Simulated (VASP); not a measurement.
# TaN (P6/mmm) in VASP: further runs

Runs on TaN. Level: PBEsol. Tasks: relaxation of shape and atoms at fixed volume, single point.

Program: VASP 6.6.1. These are calculated values, not measurements. Logs are shortened: lines on timing, memory, paths and dates and some standing lists are left out, and cuts for length are marked.

### Step 1. The cell of the first run

Symmetry: P6/mmm, No. 191, hexagonal system. The conventional cell has a = 5.165 Å, b = 5.165 Å, c = 2.888 Å, α = 90.00°, β = 90.00°, γ = 120.00°. Ta (site symmetry 6/mmm) has 6 N at 2.58 Å and 14 Ta at 2.89 to 3.31 Å within 3.4 Å. Within 2.7 Å of Ta (site symmetry -6m2) lie 6 N at 2.08 Å. N (site symmetry mmm) has 6 Ta at 2.08 to 2.58 Å and 4 N at 2.58 Å within 2.7 Å.

### Step 2. Relaxation of shape and atoms at fixed volume, PBEsol, collinear spin (11.12 Å³/atom)

The input, INCAR:

```
ALGO = Normal
EDIFF = 1E-7
EDIFFG = -0.01
ENCUT = 600
GGA = PS
IBRION = 2
ISIF = 4
ISMEAR = 0
ISPIN = 2
LASPH = T
LCHARG = F
LMAXMIX = 4
LORBIT = 11
LREAL = F
LWAVE = F
MAGMOM = 0.05 -0.05 -0.05 0 0 0
NELM = 150
NSW = 60
PREC = Accurate
SIGMA = 0.05
```

The input, KPOINTS:

```
k-points
0
Gamma
  6 6 8
```

The input, POSCAR:

```
TaN
1.0
    5.1649570010      0.0000000000      0.0000000000
   -2.5824785005      4.4729839723      0.0000000000
    0.0000000000      0.0000000000      2.8879138565
Ta N
3 3
Direct
    0.0000000000      0.0000000000      0.0000000000
    0.3333333333      0.6666666667      0.5000000000
    0.6666666667      0.3333333333      0.5000000000
    0.5000000000      0.0000000000      0.0000000000
    0.5000000000      0.5000000000      0.0000000000
    0.0000000000      0.5000000000      0.0000000000
```

Potentials or basis: VASP PAW PBE potentials, release 64 (Ta_pv, N).

Run with:

```bash
> cat potpaw_PBE.64/Ta_pv/POTCAR potpaw_PBE.64/N/POTCAR > POTCAR
> mpirun -np 1 vasp_std > vasp.out
```

OUTCAR:

```text
EDIFF = 1E-7
   EDIFFG = -0.01
   ENCUT = 600
   GGA = PS
   IBRION = 2
   ISIF = 4
   ISMEAR = 0
   ISPIN = 2
   LASPH = T
   LORBIT = 11
   LREAL = F
   NELM = 150
   NSW = 60
   PREC = Accurate

 ion  position               nearest neighbor table
   1  0.000  0.000  0.000-   5 2.58   6 2.58   6 2.58   5 2.58   4 2.58   4 2.58   3 3.31   3 3.31
                             2 3.31   2 3.31   2 3.31   3 3.31   2 3.31   3 3.31   2 3.31   3 3.31
   2  0.333  0.667  0.500-   4 2.08   4 2.08   6 2.08   6 2.08   5 2.08   5 2.08   3 2.98   3 2.98
                             3 2.98   1 3.31   1 3.31   1 3.31   1 3.31   1 3.31   1 3.31
   3  0.667  0.333  0.500-   4 2.08   4 2.08   6 2.08   6 2.08   5 2.08   5 2.08   2 2.98   2 2.98
                             2 2.98   1 3.31   1 3.31   1 3.31   1 3.31   1 3.31   1 3.31
   4  0.500  0.000  0.000-   2 2.08   3 2.08   2 2.08   3 2.08   1 2.58   1 2.58
   5  0.500  0.500  0.000-   2 2.08   3 2.08   2 2.08   3 2.08   1 2.58   1 2.58
   6  0.000  0.500  0.000-   2 2.08   3 2.08   2 2.08   3 2.08   1 2.58   1 2.58

  LATTYP: Found a hexagonal cell.
 ALAT       =     5.1649570010
 C/A-ratio  =     0.5591360888

  Lattice vectors:

 A1 = (   5.1649570010,   0.0000000000,   0.0000000000)
 A2 = (  -2.5824785005,   4.4729839723,   0.0000000000)
 A3 = (   0.0000000000,   0.0000000000,   2.8879138565)

Analysis of symmetry for initial positions (statically):
=====================================================================
 Subroutine PRICEL returns:
 Original cell was already a primitive cell.

 Routine SETGRP: Setting up the symmetry group for a
 hexagonal supercell.

 Subroutine GETGRP returns: Found 24 space group operations
 (whereof 24 operations were pure point group operations)
 out of a pool of 24 trial point group operations.

The static configuration has the point symmetry D_6h.

Analysis of symmetry for dynamics (positions and initial velocities):
=====================================================================
 Subroutine PRICEL returns:
 Original cell was already a primitive cell.

 Routine SETGRP: Setting up the symmetry group for a
 hexagonal supercell.

 Subroutine GETGRP returns: Found 24 space group operations
 (whereof 24 operations were pure point group operations)
 out of a pool of 24 trial point group operations.

The dynamic configuration has the point symmetry D_6h.

Analysis of structural, dynamic, and magnetic symmetry:
=====================================================================
 Subroutine PRICEL returns:
 Original cell was already a primitive cell.

 Routine SETGRP: Setting up the symmetry group for a
 hexagonal supercell.

 Subroutine GETGRP returns: Found 24 space group operations
 (whereof 24 operations were pure point group operations)
 out of a pool of 24 trial point group operations.

The overall configuration has the point symmetry D_6h.

 Subroutine INISYM returns: Found 24 space group operations
 (whereof 24 operations are pure point group operations),
 and found     1 'primitive' translations

----------------------------------------------------------------------------------------

                                     Primitive cell

  volume of cell :      66.7188

  direct lattice vectors                    reciprocal lattice vectors
     5.164957001  0.000000000  0.000000000     0.193612454  0.111782202  0.000000000
    -2.582478501  4.472983972  0.000000000     0.000000000  0.223564405  0.000000000
     0.000000000  0.000000000  2.887913856     0.000000000  0.000000000  0.346270716

  length of vectors
     5.164957001  5.164957001  2.887913856     0.223564405  0.223564405  0.346270716

  position of ions in fractional coordinates (direct lattice)
     0.000000000  0.000000000  0.000000000
     0.333333333  0.666666667  0.500000000
     0.666666667  0.333333333  0.500000000
     0.500000000  0.000000000  0.000000000
     0.500000000  0.500000000  0.000000000
     0.000000000  0.500000000  0.000000000

  ion indices of the primitive-cell ions
   primitive index   ion index
                 1           1
                 2           2
                 3           3
                 4           4
                 5           5
                 6           6

----------------------------------------------------------------------------------------

 KPOINTS: k-points

Automatic generation of k-mesh.
 Grid dimensions read from file:
 generate k-points for:    6    6    8

 Generating k-lattice:

  Cartesian coordinates                     Fractional coordinates (reciprocal lattice)
     0.032268742  0.018630367  0.000000000     0.166666667  0.000000000  0.000000000
     0.000000000  0.037260734  0.000000000     0.000000000  0.166666667  0.000000000
     0.000000000  0.000000000  0.043283840     0.000000000  0.000000000  0.125000000

  Length of vectors
     0.037260734  0.037260734  0.043283840

  Shift w.r.t. Gamma in fractional coordinates (k-lattice)
     0.000000000  0.000000000  0.000000000

 Subroutine IBZKPT returns following result:
 ===========================================

 Found     35 irreducible k-points:

 Following reciprocal coordinates:
            Coordinates               Weight
  0.000000  0.000000  0.000000      1.000000
  0.166667 -0.000000  0.000000      6.000000
  0.333333  0.000000  0.000000      6.000000
  0.500000  0.000000  0.000000      3.000000
  0.166667  0.166667  0.000000      6.000000
  0.333333  0.166667  0.000000     12.000000
[... 16 lines left out ...]
  0.166667 -0.000000  0.375000     12.000000
  0.333333  0.000000  0.375000     12.000000
 [... further k-points ...]
   k-points           NKPTS =     35   k-points in BZ     NKDIM =     35   number of bands    NBANDS=     28
   number of dos      NEDOS =    301   number of ions     NIONS =      6
   total plane-waves  NPLWV =  42336
   dimension x,y,z NGX =    42 NGY =   42 NGZ =   24
   dimension x,y,z NGXF=    84 NGYF=   84 NGZF=   48
   ions per type =               3   3
   NGX,Y,Z   is equivalent  to a cutoff of  13.52, 13.52, 13.82 a.u.
   NGXF,Y,Z  is equivalent  to a cutoff of  27.04, 27.04, 27.63 a.u.
 SYSTEM =  unknown system
   PREC   = accura    normal or accurate (medium, high low for compatibility)
   ISTART =      0    job   : 0-new  1-cont  2-samecut
   ICHARG =      2    charge: 1-file 2-atom 10-const
   ISPIN  =      2    spin polarized calculation?
   LNONCOLLINEAR =      F non collinear calculations
   LSORBIT =      F    spin-orbit coupling
   LASPH  =      T    aspherical Exc in radial PAW
   ENCUT  =  600.0 eV  44.10 Ry    6.64 a.u.  10.32 10.32  5.77*2*pi/ulx,y,z
   NELM   =    150;   NELMIN=  2; NELMDL= -5     # of ELM steps
   EDIFF  = 0.1E-06   stopping-criterion for ELM
   LREAL  =      F    real-space projection
   EDIFFG = -.1E-01   stopping-criterion for IOM
   NSW    =     60    number of steps for IOM
   IBRION =      2    ionic relax: 0-MD 1-quasi-New 2-CG
   NFREE  =      1    steps in history (QN), initial steepest desc. (CG)
   ISIF   =      4    stress and relaxation
   ISYM   =      2    0-nonsym 1-usesym 2-fastsym
   POTIM  = 0.5000    time-step for ionic-motion
   TEBEG  =    0.0;   TEEND  =   0.0 temperature during run
   PSTRESS=    0.0 pullay stress
   NELECT =      48.0000    total number of electrons
   NUPDOWN=      -1.0000    fix difference up-down
   EMIN   =  10.00;   EMAX   =-10.00  energy-range for DOS
   EFERMI =   0.00;   METHOD = LEGACY
   ISMEAR =     0;   SIGMA  =   0.05  broadening in eV -4-tet -1-fermi 0-gaus
   EFERMI_NEDOS =   21; number of points for ismear=-14 and -15
   IALGO  =     38    algorithm
   IMIX   =      4    mixing-type and parameters
     AMIX     =   0.40;   BMIX     =  1.00
     AMIX_MAG =   1.60;   BMIX_MAG =  1.00
  volume/ion in A,a.u.               =      11.12        75.04
  Fermi-wavevector in a.u.,A,eV,Ry     =   1.466918  2.772073 29.277672  2.151848
  Thomas-Fermi vector in A             =   2.582598
   LORBIT       =     11    0 simple, 1 ext, 2 COOP (PROOUT), +10 PAW based schemes
   GGA     = PS    functional components
   LHFCALC =     F    Hartree Fock is set to
   AEXX    =    0.0000 exact exchange contribution
   IVDW    =     0    specifies the selected vdW correction
   LEPSILON=     F    determine dielectric tensor
   LRPA    =     F    only Hartree local field effects (RPA)
 conjugate gradient relaxation of ions
 spin polarized calculation
 Gauss-broadening in eV      SIGMA  =   0.05
  energy-cutoff  :      600.00
  volume of cell :       66.72
 maximum number of plane-waves:      2280
 NGX is ok and might be reduce to    42
   NGX = 21   NGY = 21   NGZ = 11

--------------------------------------- Ionic step        1  -------------------------------------------

 number of electron      48.0000002 magnetization       0.0000599

 number of electron      48.0000002 magnetization      -0.0000034

 Free energy of the ion-electron system (eV)
  ---------------------------------------------------
  ext. energy  EPLUGINS =         0.00000000
  ---------------------------------------------------
  free energy    TOTEN  =       -68.67635664 eV

  energy without entropy =      -68.67344805  energy(sigma->0) =      -68.67490234

------------------------ aborting loop because EDIFF is reached ----------------------------------------

  FORCE on cell =-STRESS in cart. coord.  units (eV):
  Direction    XX          YY          ZZ          XY          YZ          ZX
  --------------------------------------------------------------------------------------
  -------------------------------------------------------------------------------------
  Total        2.8615119      2.8615119      3.9212837      0.0000000     -0.0000000      0.0000000
  in kB       68.7159969     68.7159969     94.1652265      0.0000000     -0.0000000      0.0000000
  external PRESSURE =      77.1990734 kB  Pullay stress =       0.0000000 kB
[... 71 lines left out ...]
 number of electron      48.0000004 magnetization       0.0000002

 number of electron      48.0000004 magnetization      -0.0000001

 Free energy of the ion-electron system (eV)
  ---------------------------------------------------
  ext. energy  EPLUGINS =         0.00000000
  ---------------------------------------------------
  free energy    TOTEN  =       -68.67895701 eV

  energy without entropy =      -68.67675895  energy(sigma->0) =      -68.67785798

 E-fermi :   8.2219     XC(G=0): -13.2879

 val. band max:        8.2016908963   @ k =   0.1667  -0.0000   0.3750
 cond. band min:       8.2409488823   @ k =   0.1667  -0.0000   0.2500
 fundamental gap:      0.0392579859
 Fermi energy:         8.2218648833

 spin component 1

 k-point     1 :       0.0000    0.0000    0.0000
  band No.  band energies     occupation
      1     -27.9178      1.00000
      2     -27.9178      1.00000
      3     -27.5113      1.00000
      4     -27.5113      1.00000
      5     -27.2882      1.00000
      6     -27.1771      1.00000
[... 733 lines left out ...]
     27      10.4148      0.00000
     28      11.0912      0.00000

 [... further k-points ...]

 spin component 2

 k-point     1 :       0.0000    0.0000    0.0000
  band No.  band energies     occupation
      1     -27.9178      1.00000
      2     -27.9178      1.00000
      3     -27.5113      1.00000
      4     -27.5113      1.00000
      5     -27.2882      1.00000
      6     -27.1771      1.00000
[... 768 lines left out ...]
  FREE ENERGIE OF THE ION-ELECTRON SYSTEM (eV)
  ---------------------------------------------------
  free  energy   TOTEN  =       -68.6789570127 eV

  energy  without entropy=      -68.6767589526  energy(sigma->0) =      -68.67785798

 reached required accuracy - stopping structural energy minimisation

 total charge

# of ion       s       p       d       tot
------------------------------------------
    1        0.271   6.120   2.264   8.656
    2        0.328   6.324   2.459   9.111
    3        0.328   6.324   2.459   9.111
    4        1.242   2.552   0.000   3.794
    5        1.242   2.552   0.000   3.794
    6        1.242   2.552   0.000   3.794
--------------------------------------------------
tot          4.654  26.425   7.183  38.262

 magnetization (x)

# of ion       s       p       d       tot
------------------------------------------
    1       -0.000  -0.000   0.000  -0.000
    2        0.000   0.000   0.000   0.000
    3        0.000   0.000   0.000   0.000
    4       -0.000  -0.000   0.000  -0.000
    5       -0.000  -0.000   0.000  -0.000
    6       -0.000  -0.000   0.000  -0.000
--------------------------------------------------
tot         -0.000  -0.000   0.000  -0.000
```

Run time: 9.6 min. Hardware: 1 thread of AMD EPYC 7R13, shared host; peak memory 0.31 GiB.

What came out:

| Item | Value |
| --- | --- |
| Free energy | -68.6790 eV |
| Energy gained by relaxing | 0.4 meV/atom |
| Ionic steps | 3 |
| Pressure after relaxing | 7.2 GPa |
| Band gap on the k mesh | zero (filled and empty bands overlap) |
| Net moment | 0.00 μB per cell |
| Valence electrons inside the program's atomic spheres | Ta 8.66, 9.11 (each value once); N 3.79 |

The path:
```csv
step,energy change (eV),largest force (eV/Å),pressure (GPa),volume (Å³)
1,0.0000,0.0000,7.72,66.72
2,-0.0025,0.0000,7.05,66.72
3,-0.0026,0.0000,7.15,66.72
```

Final structure:
```
Ta N
1.0
     5.15250    0.00000    0.00000
    -2.57625    4.46219    0.00000
     0.00000    0.00000    2.90190
Ta N
3 3
Direct
  0.00000 0.00000 0.00000
  0.33333 0.66667 0.50000
  0.66667 0.33333 0.50000
  0.50000 0.00000 0.00000
  0.50000 0.50000 0.00000
  0.00000 0.50000 0.00000
```

Caveat: the PAW data sets were made with another functional, which shifts forces and pressure a little; spin-orbit coupling is left out, which moves the levels of the heavy elements.

### Step 3. Single point, PBEsol, collinear spin (11.12 Å³/atom)

The input, INCAR:

```
  PREC = Accurate
  ENCUT = 700
  EDIFF = 1E-6
  ISMEAR = 0
  SIGMA = 0.05
  LREAL = False
  LASPH = True
  NELM = 200
  ALGO = Normal
  ISIF = 2
  LWAVE = False
  LCHARG = False
  ISPIN = 2
  MAGMOM = 0.05 -0.05 -0.05 0 0 0
  LORBIT = 11
  LMAXMIX = 4
  GGA = PS
  NBANDS = 40
  GGA_COMPAT = False
```

The input, KPOINTS:

```
Automatic mesh
0
Gamma
  6 6 8
```

Changes to POSCAR since step 2:

```diff
@@ -2,5 +2,5 @@
 1.0
-    5.1649570010      0.0000000000      0.0000000000
-   -2.5824785005      4.4729839723      0.0000000000
-    0.0000000000      0.0000000000      2.8879138565
+    5.1541016935      0.0000000000      0.0000000000
+   -2.5770508467      4.4635830003      0.0000000000
+    0.0000000000      0.0000000000      2.9000914222
 Ta N
```

Potentials or basis: VASP PAW PBE potentials, release 64 (Ta_sv_GW, N).

Run with:

```bash
> cat potpaw_PBE.64/Ta_sv_GW/POTCAR potpaw_PBE.64/N/POTCAR > POTCAR
> mpirun -np 1 vasp_std > vasp.out
```

Run time: 9.9 min. Hardware: 1 thread of AMD EPYC 7R43 (Zen 3), shared host; peak memory 0.38 GiB.

Results (log left out):

```yaml
Free_energy: -76.3268 eV
Pressure: 6.4 GPa
Band_gap_on_the_k_mesh: zero (filled and empty bands overlap)
Net_moment: 0.00 μB per cell
Valence_electrons_inside_the_program's_atomic_spheres: Ta 11.43, 11.95 (each value once); N 3.78
```

Stress tensor (GPa, compression positive):
```
6.34 0.00 0.00
0.00 6.34 0.00
0.00 0.00 6.62
```

Levels at points of the mesh, in eV from the Fermi level:
Spin up:
```
           k point  band 23  band 24  band 25  band 26  band 27  band 28  band 29  band 30  band 31  band 32
(0.00, 0.00, 0.00)    -3.01    -3.01    -2.54    -2.09    -1.30    -1.30     0.77     0.77     1.28     2.23
(0.50, 0.00, 0.00)    -4.71    -3.48    -2.90    -1.73    -0.69     1.37     1.85     1.87     2.31     2.42
(0.00, 0.00, 0.50)    -3.84    -3.13    -3.13    -1.96     0.88     0.88     1.45     1.80     2.62     2.62
(0.50, 0.00, 0.50)    -4.56    -3.45    -3.19    -2.20    -1.24     1.07     1.39     3.13     3.54     3.55
```
Spin down:
```tsv
k point	band 25	band 26	band 27	band 28	band 29	band 30
(0.00, 0.00, 0.00)	-2.54	-2.09	-1.30	-1.30	0.77	0.77
(0.50, 0.00, 0.00)	-2.90	-1.73	-0.69	1.37	1.85	1.87
(0.00, 0.00, 0.50)	-3.13	-1.96	0.88	0.88	1.45	1.80
(0.50, 0.00, 0.50)	-3.19	-2.20	-1.24	1.07	1.39	3.13
```

Caveat: the cell stands under pressure; the PAW data sets were made with another functional, which shifts forces and pressure a little; spin-orbit coupling is left out, which moves the levels of the heavy elements.

The gap in the log of VASP goes by the Fermi energy; the results here count the filled bands.